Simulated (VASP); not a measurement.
# Li2Se: electric field gradients with PBE

The system is Li2Se.

```xyz
3
Lattice="0.0000 3.0025 3.0025 3.0025 0.0000 3.0025 3.0025 3.0025 0.0000" Properties=species:S:1:pos:R:3 pbc="T T T"
Li    1.5012    1.5012    1.5012
Li    4.5038    4.5038    4.5038
Se    0.0000    0.0000    0.0000
```

```yaml
Program: VASP 6.6.1
Task: electric field gradients
Functional: PBE
Potentials_or_basis: VASP PAW PBE potentials, release 64 (Li_sv, Se)
Cutoff: 650 eV
k_mesh: 9 × 9 × 9
Occupations: fermi-dirac, width 0.03 eV
Spin: no spin polarisation
Dipole_correction: no
Further_INCAR_settings: ALGO = Normal; EDIFF = 1e-08; NBANDS = 13
```

```yaml
Pressure: -0.1 GPa
Band_gap_on_the_k_mesh: 3.06 eV, indirect (least direct gap 3.39 eV)
```

Levels at points of the mesh, in eV from the valence-band top:
```csv
k point,band 4,band 5,band 6,band 7,band 8,band 9
"(0.00, 0.00, 0.00)",0.00,0.00,0.00,3.39,5.62,5.62
```

It took 23 s on 1 thread of Intel(R) Xeon(R) Platinum 8559C (Emerald Rapids) (shared host), peak memory 0.21 GiB.

Caveat: without QUAD_EFG the Cq values of the log hold for a quadrupole moment of 1 mb, not for the nuclei. A k mesh can miss the band edges.
